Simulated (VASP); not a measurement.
# ZrC (I4/mmm) in VASP: notebook, part 2 of 2

VASP 6.6.1. Earlier steps stand in the parts before.

## (5) Single point, PBEsol (strain -0.015 along x and y, +0.030 along z)

INCAR reads:

```
SYSTEM = ZrC
  PREC = Accurate
  ENCUT = 520
  EDIFF = 1E-7
  ISMEAR = 0
  SIGMA = 0.15
  LREAL = .False.
  LASPH = .True.
  NELM = 80
  ALGO = Normal
  ISIF = 2
  LWAVE = .False.
  LCHARG = .True.
  GGA = PS
  LELF = .True.
  LVHAR = .True.
  NBANDS = 15
```

KPOINTS reads:

```
regular mesh
0
Gamma
  18 18 18
  0 0 0
```

POSCAR reads:

```
ZrC
1.0
    0.0000000000      2.3149568500      2.4207163000
    2.3149568500      0.0000000000      2.4207163000
    2.3149568500      2.3149568500      0.0000000000
Zr C
1 1
Direct
    0.5000000000      0.5000000000      0.5000000000
    0.0000000000      0.0000000000      0.0000000000
```

Potentials or basis: VASP PAW PBE potentials, release 64 (Zr_sv, C).

Run with:

```sh
> cat potpaw_PBE.64/Zr_sv/POTCAR potpaw_PBE.64/C/POTCAR > POTCAR
> mpirun -np 1 vasp_std > vasp.out
```

OUTCAR:

```text
SYSTEM = ZrC
   PREC = Accurate
   ENCUT = 520
   EDIFF = 1E-7
   ISMEAR = 0
   LREAL = .False.
   LASPH = .True.
   NELM = 80
   ISIF = 2
   GGA = PS

 ion  position               nearest neighbor table
   1  0.500  0.500  0.500-   2 2.31   2 2.31   2 2.31   2 2.31   2 2.42   2 2.42
   2  0.000  0.000  0.000-   1 2.31   1 2.31   1 2.31   1 2.31   1 2.42   1 2.42

  LATTYP: Found a body centered tetragonal cell.
 ALAT       =     3.2738433736
 C/A-ratio  =     1.4788223038

  Lattice vectors:

 A1 = (  -2.3149568500,   0.0000000000,   2.4207163000)
 A2 = (   2.3149568500,   0.0000000000,   2.4207163000)
 A3 = (   0.0000000000,   2.3149568500,  -2.4207163000)

[... 610 lines left out ...]
     13      17.1312      0.00000
     14      18.9246      0.00000
     15      22.5578      0.00000

 [... further k-points ...]
[... 5 lines left out ...]
  --------------------------------------------------------------------------------------
  -------------------------------------------------------------------------------------
  Total        0.3024659      0.3024659     -2.1678715      0.0000000     -0.0000000      0.0000000
  in kB       18.6778682     18.6778682   -133.8703592      0.0000000     -0.0000000      0.0000000
  external PRESSURE =     -32.1715410 kB  Pullay stress =       0.0000000 kB

 VOLUME and BASIS-vectors are now :
 -----------------------------------------------------------------------------
  energy-cutoff  :      520.00
  volume of cell :       25.95
      direct lattice vectors                 reciprocal lattice vectors
     0.000000000  2.314956850  2.420716300    -0.215986747  0.215986747  0.206550433
     2.314956850  0.000000000  2.420716300     0.215986747 -0.215986747  0.206550433
     2.314956850  2.314956850  0.000000000     0.215986747  0.215986747 -0.206550433

 POSITION                                       TOTAL-FORCE (eV/Angst)
 -----------------------------------------------------------------------------------
      2.31496      2.31496      2.42072         0.000000      0.000000      0.000000
      0.00000      0.00000      0.00000        -0.000000     -0.000000     -0.000000
 -----------------------------------------------------------------------------------
    total drift:                                0.000000      0.000000      0.000000

  FREE ENERGIE OF THE ION-ELECTRON SYSTEM (eV)
  ---------------------------------------------------
  free  energy   TOTEN  =       -20.5316338628 eV

  energy  without entropy=      -20.5281722409  energy(sigma->0) =      -20.52990305
```

stdout:

```text
POSCAR found type information on POSCAR ZrC
 POSCAR found :  2 types and       2 ions
 scaLAPACK will be used
 -----------------------------------------------------------------------------
|                                                                             |
|                                                                             |
|     You enforced a specific xc type in the INCAR file but a different       |
|     I HOPE YOU KNOW WHAT YOU ARE DOING!                                     |
|                                                                             |
 -----------------------------------------------------------------------------

 LDA part: xc-table for (Slater+PW92), standard interpolation
 POSCAR, INCAR and KPOINTS ok, starting setup
 FFT: planning ... GRIDC
 FFT: planning ... GRID_SOFT
 FFT: planning ... GRID
 WAVECAR not read
 entering main loop
```

Wall time 74 s (1 thread of Intel Xeon 6975P-C (Granite Rapids), shared host); peak memory 0.3 GiB.

Results:

| Quantity | Value |
| --- | --- |
| Free energy | -20.5316 eV |
| Pressure | -3.2 GPa |
| Band gap on the k mesh | zero (band 8 reaches 10.53 eV, above the bottom of band 9 at 9.10 eV) |

Stress tensor (GPa, compression positive):
```
  1.87   0.00   0.00
  0.00   1.87   0.00
  0.00   0.00 -13.39
```

Levels at points of the mesh, in eV from the Fermi level:
| k point | band 6 | band 7 | band 8 | band 9 | band 10 | band 11 |
| --- | --- | --- | --- | --- | --- | --- |
| (0.00, 0.00, 0.00) | 0.76 | 0.79 | 1.01 | 1.01 | 1.20 | 1.20 |
| (0.50, 0.00, 0.00) | -5.35 | -3.02 | -2.94 | 4.36 | 4.64 | 5.37 |
| (0.50, 0.50, 0.00) | -2.39 | -1.78 | 0.21 | 0.21 | 4.45 | 5.64 |
| (0.50, 0.00, 0.50) | -1.91 | -1.85 | -0.12 | 0.09 | 4.41 | 5.41 |

Caveat: the cell differs from its parent crystal (strain -0.015 along x and y, +0.030 along z); the PAW data sets were made with another functional, which shifts forces and pressure a little.

## (6) Single point, PBEsol (strain +0.015 along x and y, -0.015 along z)

INCAR reads:

```
SYSTEM = ZrC
ALGO     = Normal         ! electronic algorithm
EDIFF    = 1E-6           ! SCF threshold, eV
ENCUT    = 520            ! plane-wave cutoff, eV
GGA      = PS             ! functional
ISIF     = 2              ! what is computed and relaxed
ISMEAR   = 0              ! smearing method
LASPH    = .TRUE.         ! aspherical terms in the spheres
LCHARG   = .FALSE.        ! write CHGCAR
LREAL    = .FALSE.        ! projectors in reciprocal space
LWAVE    = .FALSE.        ! write WAVECAR
NBANDS   = 15             ! bands
NELM     = 60             ! most SCF steps
PREC     = Accurate       ! precision mode
SIGMA    = 0.15           ! smearing width, eV
```

KPOINTS reads:

```
k-points
0
G
  18 18 18
  0 0 0
```

POSCAR reads:

```
ZrC
1.0
    0.0000000000      2.3854631500      2.3149568500
    2.3854631500      0.0000000000      2.3149568500
    2.3854631500      2.3854631500      0.0000000000
Zr C
1 1
Direct
    0.5000000000      0.5000000000      0.5000000000
    0.0000000000      0.0000000000      0.0000000000
```

Potentials or basis: VASP PAW PBE potentials, release 64 (Zr_sv, C).

Run with:

```sh
> cat potpaw_PBE.64/Zr_sv/POTCAR potpaw_PBE.64/C/POTCAR > POTCAR
> mpirun -np 1 vasp_std > vasp.out
```

It took 86 s on 1 thread of Intel Xeon 6975P-C (Granite Rapids), shared host; peak memory 0.32 GiB.

The run converged. Its results:

```yaml
Free_energy: -20.5380 eV
Pressure: -6.9 GPa
Band_gap_on_the_k_mesh: zero (band 8 reaches 10.29 eV, above the bottom of band 9 at 8.79 eV)
```

Stress tensor (GPa, compression positive):
```
-10.45   0.00   0.00
  0.00 -10.45   0.00
  0.00   0.00   0.06
```

Levels at points of the mesh, in eV from the Fermi level:
| k point | band 6 | band 7 | band 8 | band 9 | band 10 | band 11 |
| --- | --- | --- | --- | --- | --- | --- |
| (0.00, 0.00, 0.00) | 0.89 | 0.89 | 0.95 | 0.95 | 1.04 | 1.24 |
| (0.50, 0.00, 0.00) | -5.29 | -2.93 | -2.89 | 4.31 | 4.53 | 5.26 |
| (0.50, 0.50, 0.00) | -1.87 | -1.81 | -0.06 | -0.06 | 4.40 | 5.57 |
| (0.50, 0.00, 0.50) | -2.20 | -1.75 | 0.03 | 0.18 | 4.34 | 5.41 |

Caveat: the cell differs from its parent crystal (strain +0.015 along x and y, -0.015 along z); the PAW data sets were made with another functional, which shifts forces and pressure a little.

## (7) Summary

```tsv
cell	gap on the mesh (eV)	pressure (GPa)
a = 3.399, b = 3.399, c = 3.374 Å, angles 60.2, 60.2, 59.5°, 2 atoms	none	-15.6
a = 3.399, b = 3.399, c = 3.423 Å, angles 59.8, 59.8, 60.5°, 2 atoms	none	-18.0
a = 3.324, b = 3.324, c = 3.274 Å, angles 60.5, 60.5, 59.0°, 2 atoms	none	-0.4
a = 3.349, b = 3.349, c = 3.274 Å, angles 60.7, 60.7, 58.5°, 2 atoms	none	-3.2
a = 3.324, b = 3.324, c = 3.374 Å, angles 59.5, 59.5, 61.0°, 2 atoms	none	-6.9
```

Alike in all rows: task single point; level PBEsol; potentials or basis VASP PAW PBE potentials, release 64 (Zr_sv, C); no spin polarisation; k mesh 18 × 18 × 18; cutoff (eV) 520; smearing gaussian 0.15 eV.

Caveats: the PAW data sets were made with another functional, which shifts forces and pressure a little.

Total energies depend on the potentials used, so only differences within one code and one set of settings carry meaning.
